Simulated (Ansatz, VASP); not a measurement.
## KMgF3 in VASP and in Ansatz

```xyz
5
Lattice="4.3048 0.0000 0.0000 0.0000 4.3048 0.0000 0.0000 0.0000 4.3048" Properties=species:S:1:pos:R:3 pbc="T T T"
K     2.1524    2.1524    2.1524
Mg    0.0000    0.0000    0.0000
F     2.1524    0.0000    0.0000
F     0.0000    2.1524    0.0000
F     0.0000    0.0000    2.1524
```

Change from the starting cell: strain +0.080 along x and y, +0.080 along z, atoms carried along.

Alike in both runs: task single point; functional PBE; k mesh 6 × 6 × 6; occupations gaussian, width 0.05 eV; no spin polarisation.

```csv
,VASP,Ansatz
version,VASP 6.6.1,Ansatz 0.2.0
potentials or method,"VASP PAW PBE potentials, release 64 (K_sv, Mg, F), cutoff 520 eV","scalar-relativistic, plane waves, PAW"
valence electrons in the cell,32,40
```

|  | VASP | Ansatz | Ansatz less VASP |
| --- | --- | --- | --- |
| gap on the k mesh at the Fermi level (eV) | 5.76 | 5.79 | +0.032 |
| least direct gap on the mesh (eV) | 6.06 | 6.09 | +0.030 |
| pressure (GPa) | -8.4 | -8.0 | +0.37 |

The functional is the same, so the differences come from potentials, cutoffs and numerics. VASP's potentials hold 32 valence electrons a cell and Ansatz's 40, so a difference there can come from the potentials and not from the codes.
